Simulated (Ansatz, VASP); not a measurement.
Two plane-wave programs on B

```
B
1.0
     1.71501    0.00000    0.00000
    -0.85751    1.48524    0.00000
     0.00000    0.00000    9.15879
B
2
Direct
  0.33333 0.66667 0.25000
  0.66667 0.33333 0.75000
```

Alike in both runs: task single point; functional PBE; k mesh 21 × 21 × 4; occupations fermi-dirac, width 0.1 eV; non-collinear spin, spin-orbit coupling.

```csv
,VASP,Ansatz
version,VASP 6.6.1,Ansatz 0.2.0
potentials or method,"VASP PAW PBE potentials, release 64 (B), cutoff 520 eV","plane waves (420 eV) with PAW, fully relativistic with spin-orbit coupling"
valence electrons in the cell,6,6
```

|  | VASP | Ansatz | Ansatz less VASP |
| --- | --- | --- | --- |
| net moment per atom (μB) | 0.00 | 0.00 | 0.000 |
